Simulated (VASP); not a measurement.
# Al (I4/mmm) in VASP: a series of runs

Al is run at these levels: PBEsol+D3(BJ); tasks: single point.

All numbers are computed with VASP 6.6.1; they aren't measurements. Logs are shortened: lines on timing, memory, paths and dates and some standing lists are left out, and cuts for length are marked.

**1. The cell of the first run**

Symmetry: I4/mmm, No. 139, tetragonal system. Conventional cell: a = 2.550 Å, b = 2.550 Å, c = 5.100 Å, α = 90.00°, β = 90.00°, γ = 90.00°. Al (site symmetry 4/mmm) has 12 Al at 2.55 to 3.12 Å within 3.4 Å.

**2. Single point, PBEsol+D3(BJ)**

INCAR

```
SYSTEM = Al
PREC = Accurate
ENCUT = 520
EDIFF = 1E-6
ISMEAR = 0
SIGMA = 0.15
LREAL = .False.
LASPH = .True.
NELM = 80
ALGO = Fast
ISIF = 2
LWAVE = .False.
LCHARG = .False.
GGA = PS
IVDW = 12
NBANDS = 8
```

KPOINTS

```
Automatic mesh
0
Gamma
  22 22 22
  0 0 0
```

POSCAR

```
Al
1.0
    0.0000000000      1.8032519626      2.5497982752
    1.8032519626      0.0000000000      2.5497982752
    1.8032519626      1.8032519626      0.0000000000
Al
1
Direct
    0.0000000000      0.0000000000      0.0000000000
```

Potentials or basis: VASP PAW PBE potentials, release 64 (Al).

Started as:

```
> cat potpaw_PBE.64/Al/POTCAR > POTCAR
> mpirun -np 1 vasp_std > vasp.out
```

OUTCAR:

```text
SYSTEM = Al
   PREC = Accurate
   ENCUT = 520
   EDIFF = 1E-6
   ISMEAR = 0
   LREAL = .False.
   LASPH = .True.
   NELM = 80
   ISIF = 2
   GGA = PS
   IVDW = 12
 IVDW          = 12

 ion  position               nearest neighbor table
   1  0.000  0.000  0.000-

  LATTYP: Found a body centered tetragonal cell.
 ALAT       =     2.5501833819
 C/A-ratio  =     1.9996979773

  Lattice vectors:

 A1 = (  -1.8032519626,   0.0000000000,   2.5497982752)
 A2 = (   1.8032519626,   0.0000000000,   2.5497982752)
 A3 = (   0.0000000000,   1.8032519626,  -2.5497982752)

Analysis of symmetry for initial positions (statically):
=====================================================================
 Subroutine PRICEL returns:
 Original cell was already a primitive cell.

 Routine SETGRP: Setting up the symmetry group for a
 body centered tetragonal supercell.

 Subroutine GETGRP returns: Found 16 space group operations
 (whereof 16 operations were pure point group operations)
 out of a pool of 16 trial point group operations.

The static configuration has the point symmetry D_4h.

Analysis of symmetry for dynamics (positions and initial velocities):
=====================================================================
 Subroutine PRICEL returns:
 Original cell was already a primitive cell.

 Routine SETGRP: Setting up the symmetry group for a
 body centered tetragonal supercell.

 Subroutine GETGRP returns: Found 16 space group operations
 (whereof 16 operations were pure point group operations)
 out of a pool of 16 trial point group operations.

The dynamic configuration has the point symmetry D_4h.

 Subroutine INISYM returns: Found 16 space group operations
 (whereof 16 operations are pure point group operations),
 and found     1 'primitive' translations

----------------------------------------------------------------------------------------

                                     Primitive cell

  volume of cell :      16.5824

  direct lattice vectors                    reciprocal lattice vectors
     0.000000000  1.803251963  2.549798275    -0.277276837  0.277276837  0.196093944
     1.803251963  0.000000000  2.549798275     0.277276837 -0.277276837  0.196093944
     1.803251963  1.803251963  0.000000000     0.277276837  0.277276837 -0.196093944

  length of vectors
     3.123009588  3.123009588  2.550183382     0.438426417  0.438426417  0.438426417

  position of ions in fractional coordinates (direct lattice)
     0.000000000  0.000000000  0.000000000

  ion indices of the primitive-cell ions
   primitive index   ion index
                 1           1

----------------------------------------------------------------------------------------

 KPOINTS: Automatic mesh

Automatic generation of k-mesh.
 Grid dimensions read from file:
 generate k-points for:   22   22   22

 Generating k-lattice:

  Cartesian coordinates                     Fractional coordinates (reciprocal lattice)
    -0.012603493  0.012603493  0.008913361     0.045454545  0.000000000  0.000000000
     0.012603493 -0.012603493  0.008913361     0.000000000  0.045454545  0.000000000
     0.012603493  0.012603493 -0.008913361     0.000000000  0.000000000  0.045454545

  Length of vectors
     0.019928474  0.019928474  0.019928474

  Shift w.r.t. Gamma in fractional coordinates (k-lattice)
     0.000000000  0.000000000  0.000000000

 Subroutine IBZKPT returns following result:
 ===========================================

 Found    834 irreducible k-points:

 Following reciprocal coordinates:
            Coordinates               Weight
  0.000000  0.000000  0.000000      1.000000
  0.045455  0.000000  0.000000      8.000000
  0.090909  0.000000  0.000000      8.000000
  0.136364 -0.000000  0.000000      8.000000
  0.181818 -0.000000  0.000000      8.000000
  0.227273 -0.000000  0.000000      8.000000
[... 16 lines left out ...]
  0.500000  0.045455  0.000000      8.000000
 -0.454545  0.045455  0.000000      8.000000
 [... further k-points ...]
   k-points           NKPTS =    834   k-points in BZ     NKDIM =    834   number of bands    NBANDS=      8
   number of dos      NEDOS =    301   number of ions     NIONS =      1
   total plane-waves  NPLWV =  11520
   dimension x,y,z NGX =    24 NGY =   24 NGZ =   20
   dimension x,y,z NGXF=    48 NGYF=   48 NGZF=   40
   ions per type =               1
   NGX,Y,Z   is equivalent  to a cutoff of  12.78, 12.78, 13.04 a.u.
   NGXF,Y,Z  is equivalent  to a cutoff of  25.55, 25.55, 26.08 a.u.
 SYSTEM =  Al
   PREC   = accura    normal or accurate (medium, high low for compatibility)
   ISTART =      0    job   : 0-new  1-cont  2-samecut
   ICHARG =      2    charge: 1-file 2-atom 10-const
   ISPIN  =      1    spin polarized calculation?
   LNONCOLLINEAR =      F non collinear calculations
   LSORBIT =      F    spin-orbit coupling
   LASPH  =      T    aspherical Exc in radial PAW
   ENCUT  =  520.0 eV  38.22 Ry    6.18 a.u.   5.81  5.81  4.74*2*pi/ulx,y,z
   NELM   =     80;   NELMIN=  2; NELMDL= -5     # of ELM steps
   EDIFF  = 0.1E-05   stopping-criterion for ELM
   LREAL  =      F    real-space projection
   EDIFFG = 0.1E-04   stopping-criterion for IOM
   NSW    =      0    number of steps for IOM
   IBRION =     -1    ionic relax: 0-MD 1-quasi-New 2-CG
   NFREE  =      0    steps in history (QN), initial steepest desc. (CG)
   ISIF   =      2    stress and relaxation
   ISYM   =      2    0-nonsym 1-usesym 2-fastsym
   POTIM  = 0.5000    time-step for ionic-motion
   TEBEG  =    0.0;   TEEND  =   0.0 temperature during run
   PSTRESS=    0.0 pullay stress
   NELECT =       3.0000    total number of electrons
   NUPDOWN=      -1.0000    fix difference up-down
   EMIN   =  10.00;   EMAX   =-10.00  energy-range for DOS
   EFERMI =   0.00;   METHOD = LEGACY
   ISMEAR =     0;   SIGMA  =   0.15  broadening in eV -4-tet -1-fermi 0-gaus
   EFERMI_NEDOS =   21; number of points for ismear=-14 and -15
   IALGO  =     68    algorithm
   IMIX   =      4    mixing-type and parameters
     AMIX     =   0.40;   BMIX     =  1.00
     AMIX_MAG =   1.60;   BMIX_MAG =  1.00
  volume/ion in A,a.u.               =      16.58       111.90
  Fermi-wavevector in a.u.,A,eV,Ry     =   0.925903  1.749704 11.664236  0.857297
  Thomas-Fermi vector in A             =   2.051808
   LORBIT       =      0    0 simple, 1 ext, 2 COOP (PROOUT), +10 PAW based schemes
   GGA     = PS    functional components
   LHFCALC =     F    Hartree Fock is set to
   AEXX    =    0.0000 exact exchange contribution
   IVDW    =    12    specifies the selected vdW correction
   LEPSILON=     F    determine dielectric tensor
   LRPA    =     F    only Hartree local field effects (RPA)
 non-spin polarized calculation
 RMM-DIIS sequential band-by-band and
 Gauss-broadening in eV      SIGMA  =   0.15
  energy-cutoff  :      520.00
  volume of cell :       16.58
 maximum number of plane-waves:       482
   NGX = 11   NGY = 11   NGZ =  9

 number of electron       3.0000000 magnetization

 Free energy of the ion-electron system (eV)
  ---------------------------------------------------
  ext. energy  EPLUGINS =         0.00000000
  ---------------------------------------------------
  free energy    TOTEN  =        -3.79692560 eV

  energy without entropy =       -3.79199475  energy(sigma->0) =       -3.79446017

 E-fermi :   7.7309     XC(G=0): -10.2181

 val. band max:        7.7219703484   @ k =  -0.4091   0.2727   0.0909
 cond. band min:       7.7322769434   @ k =   0.4091   0.2273   0.0000
 fundamental gap:      0.0103065950
 Fermi energy:         7.7308986697

 k-point     1 :       0.0000    0.0000    0.0000
  band No.  band energies     occupation
      1      -3.2246      2.00000
      2      17.8307      0.00000
      3      17.9792      0.00000
      4      18.9677      0.00000
      5      22.5568      0.00000
      6      22.5568      0.00000
      7      23.2410      0.00000
      8      23.2410      0.00000

 k-point     2 :       0.0455    0.0000    0.0000
  band No.  band energies     occupation
      1      -3.1659      2.00000
      2      17.0939      0.00000
      3      18.5349      0.00000
      4      18.7804      0.00000
      5      22.1804      0.00000
      6      22.3959      0.00000
      7      22.9811      0.00000
      8      23.4977      0.00000

 k-point     3 :       0.0909    0.0000    0.0000
  band No.  band energies     occupation
      1      -2.9900      2.00000
      2      16.3531      0.00000
      3      17.5076      0.00000
      4      19.5064      0.00000
      5      21.0020      0.00000
      6      22.1618      0.00000
      7      23.4937      0.00000
      8      24.0192      0.00000

 k-point     4 :       0.1364   -0.0000    0.0000
  band No.  band energies     occupation
      1      -2.6973      2.00000
      2      15.6447      0.00000
      3      16.1248      0.00000
      4      19.2483      0.00000
      5      20.9500      0.00000
      6      21.9907      0.00000
      7      24.1404      0.00000
      8      24.6678      0.00000

 k-point     5 :       0.1818   -0.0000    0.0000
  band No.  band energies     occupation
      1      -2.2887      2.00000
      2      14.3474      0.00000
      3      15.2298      0.00000
      4      18.3457      0.00000
      5      21.6680      0.00000
      6      21.9053      0.00000
      7      24.8555      0.00000
      8      25.4182      0.00000

 k-point     6 :       0.2273   -0.0000    0.0000
  band No.  band energies     occupation
      1      -1.7651      2.00000
      2      12.6766      0.00000
      3      14.7485      0.00000
      4      17.4988      0.00000
      5      21.9110      0.00000
      6      22.3475      0.00000
      7      25.6999      0.00000
      8      26.2598      0.00000

 k-point     7 :       0.2727   -0.0000    0.0000
  band No.  band energies     occupation
      1      -1.1281      2.00000
      2      11.0044      0.00000
      3      14.3841      0.00000
      4      16.7504      0.00000
      5      22.0095      0.00000
      6      22.9185      0.00000
      7      26.6544      0.00000
      8      27.1775      0.00000
[... 133 lines left out ...]
 k-point    20 :       0.3636    0.0455    0.0000
  band No.  band energies     occupation
      1      -0.0123      2.00000
      2       8.7792      0.00000
      3      12.6778      0.00000
      4      17.1838      0.00000
      5      21.6708      0.00000
      6      23.3315      0.00000
      7      27.5782      0.00000
      8      28.4761      0.00000

 k-point    21 :       0.4091    0.0455    0.0000
  band No.  band energies     occupation
      1       0.8893      2.00000
      2       7.2672      1.99999
      3      12.5728      0.00000
      4      16.6905      0.00000
      5      21.9953      0.00000
      6      23.7278      0.00000
      7      26.6742      0.00000
      8      28.4591      0.00000

 k-point    22 :       0.4545    0.0455    0.0000
  band No.  band energies     occupation
      1       1.8956      2.00000
      2       5.8446      2.00000
      3      12.5733      0.00000
      4      16.2862      0.00000
      5      22.4110      0.00000
      6      24.1812      0.00000
      7      25.8592      0.00000
      8      27.9482      0.00000

 k-point    23 :       0.5000    0.0455    0.0000
  band No.  band energies     occupation
      1       2.9901      2.00000
      2       4.5317      2.00000
      3      12.6780      0.00000
      4      15.9768      0.00000
      5      22.9093      0.00000
      6      24.6464      0.00000
      7      25.1511      0.00000
      8      27.3498      0.00000

 k-point    24 :      -0.4545    0.0455    0.0000
  band No.  band energies     occupation
      1       3.2067      2.00000
      2       4.2968      2.00000
      3      12.8851      0.00000
      4      15.7667      0.00000
      5      23.4436      0.00000
      6      24.5986      0.00000
      7      24.9776      0.00000
      8      26.9253      0.00000

 [... further k-points ...]

------------------------ aborting loop because EDIFF is reached ----------------------------------------

 Edisp (eV)   -0.31557

 E8    (eV) :    -0.2124

  FORCE on cell =-STRESS in cart. coord.  units (eV):
  Direction    XX          YY          ZZ          XY          YZ          ZX
  --------------------------------------------------------------------------------------
  -------------------------------------------------------------------------------------
  Total       1.46349     1.46349    -1.55640     0.00000     0.00000     0.00000
  in kB     141.40094   141.40094  -150.37724     0.00000     0.00000     0.00000
  external pressure =       44.14 kB  Pullay stress =        0.00 kB

 VOLUME and BASIS-vectors are now :
 -----------------------------------------------------------------------------
  energy-cutoff  :      520.00
  volume of cell :       16.58
      direct lattice vectors                 reciprocal lattice vectors
     0.000000000  1.803251963  2.549798275    -0.277276837  0.277276837  0.196093944
     1.803251963  0.000000000  2.549798275     0.277276837 -0.277276837  0.196093944
     1.803251963  1.803251963  0.000000000     0.277276837  0.277276837 -0.196093944

 POSITION                                       TOTAL-FORCE (eV/Angst)
 -----------------------------------------------------------------------------------
      0.00000      0.00000      0.00000         0.000000     -0.000000      0.000000
 -----------------------------------------------------------------------------------
    total drift:                                0.000000      0.000000     -0.000000

  FREE ENERGIE OF THE ION-ELECTRON SYSTEM (eV)
  ---------------------------------------------------
  free  energy   TOTEN  =        -4.1124941975 eV

  energy  without entropy=       -4.1075633496  energy(sigma->0) =       -4.11002877
```

Wall time 78 s (1 thread of Intel Xeon 8259CL, shared host); peak memory 0.22 GiB.

Results:

```
Free energy                : -4.1125 eV
Pressure                   : 4.4 GPa
Band gap on the k mesh     : zero (an odd number of electrons rules out a gap without spin polarisation)
Dispersion energy per atom : -0.316 eV
```

Caveat: the cell stands under pressure; the PAW data sets were made with another functional, which shifts forces and pressure a little.

(Continued in part 2 of 2.)
